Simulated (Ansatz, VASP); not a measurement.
**One calculation of P, two programs**

```xyz
2
Lattice="0.0000 2.7244 2.7244 2.7244 0.0000 2.7244 2.7244 2.7244 0.0000" Properties=species:S:1:pos:R:3 pbc="T T T"
P     0.6811    0.6811    0.6811
P     4.7677    4.7677    4.7677
```

Alike in both runs: task single point; functional revPBE; k mesh 11 × 11 × 11; occupations fermi-dirac, width 0.1 eV; no spin polarisation.

```csv
,VASP,Ansatz
version,VASP 6.6.1,Ansatz 0.2.0
potentials or method,"VASP PAW PBE potentials, release 64 (P), cutoff 520 eV","plane waves (420 eV) with PAW, scalar-relativistic"
valence electrons in the cell,10,10
```

```csv
,VASP,Ansatz,Ansatz less VASP
pressure (GPa),1.5,1.9,+0.32
```

VASP's potentials were made for PBE, not for revPBE.
